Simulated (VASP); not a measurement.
# Si3N4 (Fd-3m) in VASP: notebook, part 2 of 2

VASP 6.6.1.

## 3. Relaxation of the atoms, PBE (volume scaled by 1.06)

INCAR

```
SYSTEM = Si3N4
PREC = Accurate
ENCUT = 520
EDIFF = 1E-7
ISMEAR = 0
SIGMA = 0.02
LREAL = .FALSE.
LASPH = .TRUE.
NELM = 60
ALGO = Normal
ISIF = 2
LWAVE = .FALSE.
LCHARG = .FALSE.
GGA = PE
IBRION = 2
NSW = 50
EDIFFG = -0.01
```

KPOINTS

```
regular mesh
0
G
  6 6 6
  0 0 0
```

POSCAR

```
Si3N4
1.0
    0.0000000000      3.9710030877      3.9710030877
    3.9710030877      0.0000000000      3.9710030877
    3.9710030877      3.9710030877      0.0000000000
Si N
6 8
Direct
    0.1250000000      0.1250000000      0.6250000000
    0.1250000000      0.6250000000      0.1250000000
    0.6250000000      0.1250000000      0.1250000000
    0.1250000000      0.1250000000      0.1250000000
    0.7500000000      0.7500000000      0.7500000000
    0.5000000000      0.5000000000      0.5000000000
    0.3673622502      0.3673622502      0.3673622502
    0.3520867507      0.8826377498      0.8826377498
    0.8826377498      0.8826377498      0.3520867507
    0.8826377498      0.3520867507      0.8826377498
    0.3673622502      0.3673622502      0.8979132493
    0.3673622502      0.8979132493      0.3673622502
    0.8826377498      0.8826377498      0.8826377498
    0.8979132493      0.3673622502      0.3673622502
```

Potentials or basis: VASP PAW PBE potentials, release 64 (Si, N).

Started as:

```sh
cat potpaw_PBE.64/Si/POTCAR potpaw_PBE.64/N/POTCAR > POTCAR
mpirun -np 1 vasp_std > vasp.out
```

OUTCAR:

```text
SYSTEM = Si3N4
   PREC = Accurate
   ENCUT = 520
   EDIFF = 1E-7
   ISMEAR = 0
   LREAL = .FALSE.
   LASPH = .TRUE.
   NELM = 60
   ISIF = 2
   GGA = PE
   IBRION = 2
   NSW = 50
   EDIFFG = -0.01

 ion  position               nearest neighbor table
   1  0.125  0.125  0.625-   7 1.93  13 1.93  10 1.93  12 1.93   8 1.93  14 1.93   4 2.81   2 2.81
                             3 2.81   4 2.81   2 2.81   3 2.81
   2  0.125  0.625  0.125-   7 1.93  13 1.93  11 1.93   9 1.93   8 1.93  14 1.93   4 2.81   1 2.81
                             1 2.81   3 2.81   4 2.81   3 2.81
   3  0.625  0.125  0.125-   7 1.93  13 1.93  11 1.93   9 1.93  12 1.93  10 1.93   4 2.81   1 2.81
                             2 2.81   1 2.81   2 2.81   4 2.81
   4  0.125  0.125  0.125-   8 1.93   9 1.93  10 1.93  11 1.93  12 1.93  14 1.93   1 2.81   2 2.81
                             3 2.81   1 2.81   2 2.81   3 2.81
   5  0.750  0.750  0.750-   8 1.82   9 1.82  10 1.82  13 1.82
   6  0.500  0.500  0.500-  11 1.82  12 1.82  14 1.82   7 1.82
   7  0.367  0.367  0.367-   6 1.82   2 1.93   3 1.93   1 1.93
   8  0.352  0.883  0.883-   5 1.82   4 1.93   1 1.93   2 1.93
   9  0.883  0.883  0.352-   5 1.82   4 1.93   2 1.93   3 1.93
  10  0.883  0.352  0.883-   5 1.82   4 1.93   1 1.93   3 1.93
  11  0.367  0.367  0.898-   6 1.82   4 1.93   2 1.93   3 1.93
  12  0.367  0.898  0.367-   6 1.82   4 1.93   1 1.93   3 1.93
  13  0.883  0.883  0.883-   5 1.82   2 1.93   3 1.93   1 1.93
  14  0.898  0.367  0.367-   6 1.82   4 1.93   1 1.93   2 1.93

  LATTYP: Found a face centered cubic cell.
 ALAT       =     7.9420061754

  Lattice vectors:

 A1 = (   0.0000000000,   3.9710030877,   3.9710030877)
 A2 = (   3.9710030877,   0.0000000000,   3.9710030877)
 A3 = (   3.9710030877,   3.9710030877,   0.0000000000)

Analysis of symmetry for initial positions (statically):
=====================================================================
 Subroutine PRICEL returns:
 Original cell was already a primitive cell.

 Routine SETGRP: Setting up the symmetry group for a
 face centered cubic supercell.

 Subroutine GETGRP returns: Found 48 space group operations
 (whereof 24 operations were pure point group operations)
 out of a pool of 48 trial point group operations.

The static configuration has the point symmetry T_d .
 The point group associated with its full space group is O_h .

[... 143 lines left out ...]
   ISMEAR =     0;   SIGMA  =   0.02  broadening in eV -4-tet -1-fermi 0-gaus
   EFERMI_NEDOS =   21; number of points for ismear=-14 and -15
   IALGO  =     38    algorithm
   IMIX   =      4    mixing-type and parameters
     AMIX     =   0.40;   BMIX     =  1.00
     AMIX_MAG =   1.60;   BMIX_MAG =  1.00
  volume/ion in A,a.u.               =       8.95        60.37
  Fermi-wavevector in a.u.,A,eV,Ry     =   1.308854  2.473376 23.308131  1.713099
  Thomas-Fermi vector in A             =   2.439493
   LORBIT       =      0    0 simple, 1 ext, 2 COOP (PROOUT), +10 PAW based schemes
   GGA     = PE    functional components
   LHFCALC =     F    Hartree Fock is set to
   AEXX    =    0.0000 exact exchange contribution
   IVDW    =     0    specifies the selected vdW correction
   LEPSILON=     F    determine dielectric tensor
   LRPA    =     F    only Hartree local field effects (RPA)
 conjugate gradient relaxation of ions
 non-spin polarized calculation
 Gauss-broadening in eV      SIGMA  =   0.02
  energy-cutoff  :      520.00
  volume of cell :      125.24
 maximum number of plane-waves:      3393
 NGX is ok and might be reduce to    42
   NGX = 21   NGY = 21   NGZ = 21

--------------------------------------- Ionic step        1  -------------------------------------------

 number of electron      64.0000001 magnetization

 Free energy of the ion-electron system (eV)
  ---------------------------------------------------
  ext. energy  EPLUGINS =         0.00000000
  ---------------------------------------------------
  free energy    TOTEN  =      -112.13109195 eV

  energy without entropy =     -112.13109195  energy(sigma->0) =     -112.13109195

------------------------ aborting loop because EDIFF is reached ----------------------------------------

  FORCE on cell =-STRESS in cart. coord.  units (eV):
  Direction    XX          YY          ZZ          XY          YZ          ZX
  --------------------------------------------------------------------------------------
  -------------------------------------------------------------------------------------
  Total      -11.9805915    -11.9805915    -11.9805915      0.0000000      0.0000000      0.0000000
  in kB     -153.2703582   -153.2703582   -153.2703582      0.0000000      0.0000000      0.0000000
  external PRESSURE =    -153.2703582 kB  Pullay stress =       0.0000000 kB
[... 83 lines left out ...]
--------------------------------------- Ionic step        3  -------------------------------------------

 number of electron      64.0000001 magnetization

 Free energy of the ion-electron system (eV)
  ---------------------------------------------------
  ext. energy  EPLUGINS =         0.00000000
  ---------------------------------------------------
  free energy    TOTEN  =      -112.13206245 eV

  energy without entropy =     -112.13206245  energy(sigma->0) =     -112.13206245

 E-fermi :   8.4437     XC(G=0): -11.9381

 val. band max:        8.3404343593   @ k =  -0.1667   0.1667   0.0000
 cond. band min:      11.4471321265   @ k =   0.0000   0.0000   0.0000
 fundamental gap:      3.1066977672
 Fermi energy:         8.4436610561

 k-point     1 :       0.0000    0.0000    0.0000
  band No.  band energies     occupation
      1      -9.8596      2.00000
      2      -6.8121      2.00000
      3      -5.9265      2.00000
      4      -5.9265      2.00000
      5      -5.9265      2.00000
      6      -5.0576      2.00000
[... 718 lines left out ...]
  FREE ENERGIE OF THE ION-ELECTRON SYSTEM (eV)
  ---------------------------------------------------
  free  energy   TOTEN  =      -112.1320624492 eV

  energy  without entropy=     -112.1320624492  energy(sigma->0) =     -112.13206245

 reached required accuracy - stopping structural energy minimisation
```

OSZICAR:

```text
N       E                     dE             d eps       ncg     rms          rms(c)
DAV:   1     0.278981378805E+03    0.27898E+03   -0.32715E+04  1280   0.151E+03
DAV:   2    -0.104311882379E+03   -0.38329E+03   -0.36950E+03  1648   0.299E+02
[... 25 lines left out ...]
DAV:   2    -0.112132110621E+03   -0.10957E-03   -0.29787E-03  1520   0.281E-01    0.417E-02
DAV:   3    -0.112132062693E+03    0.47928E-04   -0.13007E-04  1552   0.694E-02    0.206E-02
DAV:   4    -0.112132062578E+03    0.11500E-06   -0.45327E-05  1496   0.321E-02    0.132E-02
DAV:   5    -0.112132062729E+03   -0.15035E-06   -0.33572E-06  1760   0.114E-02    0.402E-03
DAV:   6    -0.112132062447E+03    0.28143E-06   -0.19184E-06  1480   0.823E-03    0.149E-03
DAV:   7    -0.112132062449E+03   -0.20455E-08   -0.16992E-07   992   0.213E-03
   3 F= -.11213206E+03 E0= -.11213206E+03  d E =-.970496E-03
```

Wall time 3.2 min (1 thread of Intel Xeon Platinum 8259CL at 2.50GHz (Skylake/Cascade Lake), shared host); peak memory 0.28 GiB.

Results:

| Item | Value |
| --- | --- |
| Free energy | -112.1321 eV |
| Energy gained by relaxing | 0.1 meV/atom |
| Ionic steps | 3 |
| Pressure after relaxing | -15.2 GPa |
| Band gap on the k mesh | 3.11 eV, indirect (least direct gap 3.17 eV) |

Step by step:
| step | energy change (eV) | largest force (eV/Å) | pressure (GPa) |
| --- | --- | --- | --- |
| 1 | 0.0000 | 0.0961 | -15.33 |
| 2 | -0.0003 | 0.0805 | -15.15 |
| 3 | -0.0010 | 0.0000 | -15.23 |

Final structure:
```
Si N
1.0
     0.00000    3.97100    3.97100
     3.97100    0.00000    3.97100
     3.97100    3.97100    0.00000
Si N
6 8
Direct
  0.12500 0.12500 0.62500
  0.12500 0.62500 0.12500
  0.62500 0.12500 0.12500
  0.12500 0.12500 0.12500
  0.75000 0.75000 0.75000
  0.50000 0.50000 0.50000
  0.36718 0.36718 0.36718
  0.35154 0.88282 0.88282
  0.88282 0.88282 0.35154
  0.88282 0.35154 0.88282
  0.36718 0.36718 0.89846
  0.36718 0.89846 0.36718
  0.88282 0.88282 0.88282
  0.89846 0.36718 0.36718
```
